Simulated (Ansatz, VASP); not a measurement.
## Si: VASP beside Ansatz

```
Si
1.0
     0.00000    2.66309    2.87846
     2.66309    0.00000    2.87846
     2.66309    2.66309    0.00000
Si
2
Direct
  0.50000 0.50000 0.50000
  0.75000 0.75000 0.75000
```

Change from the starting cell: strain +e along x and -e along y +0.0000, strain +e along z and -e/2 along x and y +0.0525.

Alike in both runs: task single point; functional PBE; k mesh 8 × 8 × 8; occupations gaussian, width 0.05 eV; no spin polarisation.

```csv
,VASP,Ansatz
version,VASP 6.6.1,Ansatz 0.2.0
potentials or method,"VASP PAW PBE potentials, release 64 (Si), cutoff 520 eV","scalar-relativistic, plane waves, PAW"
valence electrons in the cell,8,8
```

```tsv
	VASP	Ansatz	Ansatz less VASP
gap on the k mesh at the Fermi level (eV)	0.23	0.22	-0.003
least direct gap on the mesh (eV)	2.04	2.04	-0.003
pressure (GPa)	0.0	0.1	+0.08
traceless stress, the component that is largest in VASP (GPa)	-5.64	-5.63	+0.016
```
